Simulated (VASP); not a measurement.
## PbF2: single point with PBEsol

The system is PbF2.

```
Pb F
1.0
     0.00000    2.73360    2.73360
     2.73360    0.00000    2.73360
     2.73360    2.73360    0.00000
Pb F
1 2
Direct
  0.00000 0.00000 0.00000
  0.75000 0.75000 0.75000
  0.25000 0.25000 0.25000
```

```json
{
  "Program": "VASP 6.6.1",
  "Task": "single point",
  "Functional": "PBEsol",
  "Potentials or basis": "VASP PAW PBE potentials, release 64 (Pb_d, F)",
  "Cutoff": "600 eV",
  "k mesh": "8 × 8 × 8",
  "Occupations": "fermi-dirac, width 0.05 eV",
  "Spin": "no spin polarisation",
  "Dipole correction": "no",
  "Further INCAR settings": "ALGO = Normal; EDIFF = 1e-06; NBANDS = 21"
}
```

- Pressure: 29.9 GPa
- Band gap on the k mesh: 4.06 eV (least direct gap 4.31 eV)

Levels at points of the mesh, in eV from the valence-band top:
```tsv
k point	band 12	band 13	band 14	band 15	band 16	band 17
(0.00, 0.00, 0.00)	-3.84	-3.84	-3.84	6.59	6.59	6.59
(0.50, 0.00, 0.00)	-3.92	-3.92	-0.18	4.59	8.19	8.19
(0.50, 0.50, 0.00)	-3.15	-3.15	-0.20	4.11	7.92	8.58
```

It took 37 s on 1 thread of Intel Xeon 8259CL (shared host), peak memory 0.19 GiB.

Caveat: the cell stands under pressure; the PAW data sets were made with another functional, which shifts forces and pressure a little; spin-orbit coupling is left out, which moves the levels of the heavy elements. A k mesh can miss the band edges.
